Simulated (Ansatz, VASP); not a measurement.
# Two plane-wave programs on YBPd3

```
CELL_PARAMETERS angstrom
4.26658 0.00000 0.00000
0.00000 4.26658 0.00000
0.00000 0.00000 4.26658
ATOMIC_POSITIONS crystal
Y 0.00000 0.00000 0.00000
B 0.50000 0.50000 0.50000
Pd 0.00000 0.50000 0.50000
Pd 0.50000 0.50000 0.00000
Pd 0.50000 0.00000 0.50000
```

Alike in both runs: task single point; functional LDA; k mesh 6 × 6 × 6; occupations fermi-dirac, width 0.15 eV; no spin polarisation.

```csv
,VASP,Ansatz
version,VASP 6.6.1,Ansatz 0.2.0
potentials or method,"VASP PAW LDA potentials, release 64 (Y_sv, B, Pd), cutoff 520 eV","plane waves, PAW"
valence electrons in the cell,44,68
```

Ansatz gave:

```
pressure (GPa) : -5.1
```

Estimate VASP's values.

pressure (GPa): -4.8.

LDA's correlation is that of Perdew and Zunger in VASP and of Perdew and Wang (1992) in Ansatz. VASP's potentials hold 44 valence electrons a cell and Ansatz's 68, so a difference there can come from the potentials and not from the codes.
